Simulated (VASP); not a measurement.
# LiF: single point with PBEsol

Crystal: LiF.

```
CELL_PARAMETERS angstrom
3.18338 0.00000 0.00000
-1.59169 2.75689 0.00000
0.00000 0.00000 4.99962
ATOMIC_POSITIONS crystal
Li 0.33333 0.66667 0.38115
Li 0.66667 0.33333 0.88115
F 0.33333 0.66667 0.99384
F 0.66667 0.33333 0.49384
```

This cell differs from its parent crystal: strain +0.040 along x and y, +0.040 along z.

```
Program             : VASP 6.6.1
Task                : single point
Functional          : PBEsol
Potentials or basis : VASP PAW PBE potentials, release 64 (Li_sv, F)
Cutoff              : 520 eV
k mesh              : 9 × 9 × 6
Occupations         : gaussian, width 0.05 eV
Spin                : no spin polarisation
```

```yaml
Largest_force: 0.014 eV/Å
Band_gap_on_the_k_mesh: 7.16 eV, direct
```

Forces on the atoms (eV/Å):
```
Li   0.000  0.000 -0.014
Li   0.000  0.000 -0.014
F    0.000  0.000  0.014
F    0.000  0.000  0.014
```

Levels at points of the mesh, in eV from the valence-band top:
| k point | band 7 | band 8 | band 9 | band 10 | band 11 | band 12 | band 13 | band 14 |
| --- | --- | --- | --- | --- | --- | --- | --- | --- |
| (0.00, 0.00, 0.00) | -0.41 | -0.13 | -0.13 | 0.00 | 7.16 | 11.29 | 14.19 | 17.71 |
| (0.00, 0.00, 0.50) | -0.27 | -0.27 | -0.27 | -0.27 | 8.78 | 8.78 | 16.64 | 16.64 |

Wall time 11 s on 1 thread of Intel(R) Xeon(R) 6975P-C (Granite Rapids), with other jobs on the host, peak memory 0.16 GiB.

Caveat: the cell differs from its parent crystal (strain +0.040 along x and y, +0.040 along z); the PAW data sets were made with another functional, which shifts forces and pressure a little. A k mesh can miss the band edges.
